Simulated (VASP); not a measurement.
Write the native input for VASP 6.6.1 that does the following.

```
Task                   : relaxation of the atoms
Functional             : PBE
Potentials or basis    : VASP PAW PBE potentials, release 64 (Mg, H)
Cutoff                 : 520 eV
k mesh                 : 6 × 6 × 9
Occupations            : fermi-dirac, width 0.02 eV
Spin                   : no spin polarisation
Dipole correction      : no
Further INCAR settings : ALGO = Normal; EDIFF = 1e-07; IBRION = 2; EDIFFG = -0.02; NSW = 80
```

The structure of MgH2 lies in POSCAR:

```
MgH2
1.0
    4.4766940000      0.0000000000      0.0000000000
    0.0000000000      4.4766940000      0.0000000000
    0.0000000000      0.0000000000      2.9925370000
Mg H
2 4
Direct
    0.5000000000      0.5000000000      0.5000000000
    0.0000000000      0.0000000000      0.0000000000
    0.6955720000      0.6955720000      0.0000000000
    0.8044280000      0.1955720000      0.5000000000
    0.3044280000      0.3044280000      0.0000000000
    0.1955720000      0.8044280000      0.5000000000
```

One way to write it, as run:

INCAR

```
SYSTEM = MgH2
PREC = Accurate ; ENCUT = 520
EDIFF = 1E-7 ; ISMEAR = -1
SIGMA = 0.02 ; LREAL = .False.
LASPH = .True. ; NELM = 60
ALGO = Normal ; ISIF = 2
LWAVE = .False. ; LCHARG = .False.
GGA = PE ; IBRION = 2
NSW = 80 ; EDIFFG = -0.02
```

KPOINTS

```
regular mesh
0
Gamma
  6 6 9
  0 0 0
```

Potentials or basis: VASP PAW PBE potentials, release 64 (Mg, H).

The run is started by

```bash
$ cat potpaw_PBE.64/Mg/POTCAR potpaw_PBE.64/H/POTCAR > POTCAR
$ mpirun -np 1 vasp_std > vasp.out
```

It gave:

The pressure after relaxing is 1.0 GPa and the largest force after relaxing is 0.007 eV/Å. The band gap on the k mesh is 3.94 eV (least direct gap 4.80 eV).

Caveat: the relaxation stopped at its first step, so nothing moved; an odd mesh through Γ misses points on the zone boundary, where band edges can lie.

It took 14 s on 1 thread of Intel(R) Xeon(R) Platinum 8488C (Sapphire Rapids) (shared host), peak memory 0.18 GiB.
